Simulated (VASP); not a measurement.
The system is TiTe2.

```xyz
3
Lattice="3.7770 0.0000 0.0000 -1.8885 3.2710 0.0000 0.0000 0.0000 6.4980" Properties=species:S:1:pos:R:3 pbc="T T T"
Te    0.0000    2.1807    4.7903
Te    1.8885    1.0903    1.7077
Ti    0.0000    0.0000    0.0000
```

- Program: VASP 6.6.1
- Task: relaxation of cell and atoms
- Functional: PBE
- Dispersion: D3(BJ)
- Potentials or basis: VASP PAW PBE potentials, release 64 (Te, Ti_sv)
- Cutoff: 600 eV
- k mesh: 8 × 8 × 4
- Occupations: fermi-dirac, width 0.05 eV
- Spin: no spin polarisation

At the start: pressure -2.1 GPa; volume 26.76 Å³/atom.

Question: How do energy, volume and symmetry change on relaxing?

Answer: Over 11 steps the energy falls by 11.6 meV/atom and the volume is 25.16 Å³/atom (-6.0 %); space group P-3m1 (No. 164, to 0.1 Å) before and after.

The path:
| step | energy change (eV) | largest force (eV/Å) | pressure (GPa) | volume (Å³) |
| --- | --- | --- | --- | --- |
| 1 | 0.0000 | 0.0273 | -2.05 | 80.28 |
| 2 | -0.0136 | 0.4515 | 1.20 | 76.36 |
| 3 | -0.0179 | 0.3092 | 0.07 | 77.61 |
| 4 | -0.0257 | 0.2155 | 0.03 | 77.02 |
| 5 | -0.0301 | 0.0093 | 0.01 | 75.68 |
| 6 | -0.0308 | 0.0548 | 0.02 | 76.05 |
| 7 | -0.0330 | 0.0256 | -0.10 | 75.96 |
| 8 | -0.0342 | 0.0580 | -0.36 | 75.68 |
| 9 | -0.0346 | 0.0259 | -0.28 | 75.78 |
| 10 | -0.0339 | 0.0703 | 0.51 | 74.93 |
| 11 | -0.0349 | 0.0073 | 0.00 | 75.49 |

Final structure:
```xyz
3
Lattice="3.7057 0.0000 0.0000 -1.8528 3.2092 0.0000 0.0000 0.0000 6.3479" Properties=species:S:1:pos:R:3 pbc="T T T"
Te    0.0000    2.1395    4.6236
Te    1.8528    1.0697    1.7244
Ti    0.0000    0.0000    0.0000
```
